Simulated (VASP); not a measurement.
Input of a VASP 6.6.1 run:

INCAR

```
PREC     = Accurate       # precision mode
ENCUT    = 520            # plane-wave cutoff, eV
EDIFF    = 1E-6           # SCF threshold, eV
ISMEAR   = 0              # smearing method
SIGMA    = 0.1            # smearing width, eV
LREAL    = F              # projectors in reciprocal space
LASPH    = T              # aspherical terms in the spheres
NELM     = 100            # most SCF steps
ALGO     = Normal         # electronic algorithm
ISIF     = 2              # what is computed and relaxed
LWAVE    = F              # write WAVECAR
LCHARG   = F              # write CHGCAR
GGA      = PS             # functional
NBANDS   = 28             # bands
```

The input KPOINTS:

```
Automatic mesh
0
Gamma
  15 15 4
```

File POSCAR:

```
Ca
1.0
    3.8496553192      0.0000000000      0.0000000000
   -1.9248276596      3.3338993022      0.0000000000
    0.0000000000      0.0000000000     12.6673373420
Ca
4
Direct
    0.0000000000      0.0000000000      0.0000000000
    0.3333333333      0.6666666667      0.2500000000
    0.0000000000      0.0000000000      0.5000000000
    0.6666666667      0.3333333333      0.7500000000
```

Potentials or basis: VASP PAW PBE potentials, release 64 (Ca_sv).

Launch:

```bash
$ cat potpaw_PBE.64/Ca_sv/POTCAR > POTCAR
$ mpirun -np 1 vasp_std > vasp.out
```

Question: What does it give for the band gap on the k mesh?

Answer: Zero (bands 20 and 21 overlap by 0.39 eV).

Question: Predict the pressure.

Answer: 0.0 GPa.

Caveat: the PAW data sets were made with another functional, which shifts forces and pressure a little.
